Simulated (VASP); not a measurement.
A run of VASP 6.6.1 is set up as follows.

The input INCAR:

```
SYSTEM = MgSe
PREC = Accurate
ENCUT = 600
EDIFF = 1E-6
ISMEAR = 0
SIGMA = 0.02
LREAL = .False.
LASPH = .True.
NELM = 120
ALGO = Normal
ISIF = 2
LWAVE = .False.
LCHARG = .True.
GGA = PE
LELF = .True.
LVHAR = .True.
NBANDS = 11
GGA_COMPAT = .False.
```

KPOINTS

```
regular mesh
0
Gamma
  8 8 8
  0 0 0
```

POSCAR

```
MgSe
1.0
    0.0000000000      2.7544118772      2.7544118772
    2.7544118772      0.0000000000      2.7544118772
    2.7544118772      2.7544118772      0.0000000000
Mg Se
1 1
Direct
    0.0000000000      0.0000000000      0.0000000000
    0.5000000000      0.5000000000      0.5000000000
```

Potentials or basis: VASP PAW PBE potentials, release 64 (Mg, Se).

Launch:

```sh
$ cat potpaw_PBE.64/Mg/POTCAR potpaw_PBE.64/Se/POTCAR > POTCAR
$ mpirun -np 1 vasp_std > vasp.out
```

**Question.** What does it give for the pressure?

**Answer.** -0.1 GPa.

**Question.** Predict the band gap on the k mesh.

**Answer.** 1.75 eV (least direct gap 2.39 eV).

A k mesh can miss the band edges. Expect the measured gap to be larger: semilocal functionals such as PBE lack the derivative discontinuity.
